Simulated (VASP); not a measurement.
Input of a VASP 6.6.1 run:

INCAR

```
  ALGO = Normal
  EDIFF = 1E-6
  ENCUT = 520
  GGA = PE
  ISIF = 2
  ISMEAR = -1
  LASPH = T
  LCHARG = T
  LELF = T
  LREAL = F
  LVHAR = T
  LWAVE = F
  NBANDS = 12
  NELM = 60
  PREC = Accurate
  SIGMA = 0.05
```

The input KPOINTS:

```
k-points
0
Gamma
  14 14 14
```

File POSCAR:

```
Y
1.0
   -2.0203104619      2.0203104619      2.0203104619
    2.0203104619     -2.0203104619      2.0203104619
    2.0203104619      2.0203104619     -2.0203104619
Y
1
Direct
    0.0000000000      0.0000000000      0.0000000000
```

Potentials or basis: VASP PAW PBE potentials, release 64 (Y_sv).

Run with:

```bash
$ cat potpaw_PBE.64/Y_sv/POTCAR > POTCAR
$ mpirun -np 1 vasp_std > vasp.out
```

Predict the band gap on the k mesh.

zero (an odd number of electrons rules out a gap without spin polarisation).

What does it give for the pressure?

-0.1 GPa.
